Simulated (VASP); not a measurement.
Wanted: the native input for a VASP 6.6.1 run.

* Task: single point
* Functional: PBEsol
* Potentials or basis: VASP PAW PBE potentials, release 64 (Ba_sv, Re)
* Cutoff: 520 eV
* k mesh: 8 × 8 × 8
* Occupations: gaussian, width 0.05 eV
* Spin: no spin polarisation
* Dipole correction: no
* Further INCAR settings: ALGO = Normal; EDIFF = 1e-06; NBANDS = 16

The structure of BaRe lies in POSCAR:

```
BaRe
1.0
    3.5910067227      0.0000000000      0.0000000000
    0.0000000000      3.5910067227      0.0000000000
    0.0000000000      0.0000000000      3.5910067227
Ba Re
1 1
Direct
    0.0000000000      0.0000000000      0.0000000000
    0.5000000000      0.5000000000      0.5000000000
```

This cell differs from its parent crystal: volume scaled by 0.980.

The input as run:

INCAR

```
ALGO = Normal
EDIFF = 1E-6
ENCUT = 520
GGA = PS
ISIF = 2
ISMEAR = 0
LASPH = T
LCHARG = F
LREAL = F
LWAVE = F
NBANDS = 16
NELM = 100
PREC = Accurate
SIGMA = 0.05
```

KPOINTS

```
k-points
0
Gamma
  8 8 8
```

Potentials or basis: VASP PAW PBE potentials, release 64 (Ba_sv, Re).

Run with:

```bash
$ cat potpaw_PBE.64/Ba_sv/POTCAR potpaw_PBE.64/Re/POTCAR > POTCAR
$ mpirun -np 1 vasp_std > vasp.out
```

Results of the run:

```
Pressure : 4.2 GPa
```

Caveat: the PAW data sets were made with another functional, which shifts forces and pressure a little.

Run time: 9.6 s on 1 thread of Intel(R) Xeon(R) 6975P-C (Granite Rapids) (shared host), peak memory 0.17 GiB.
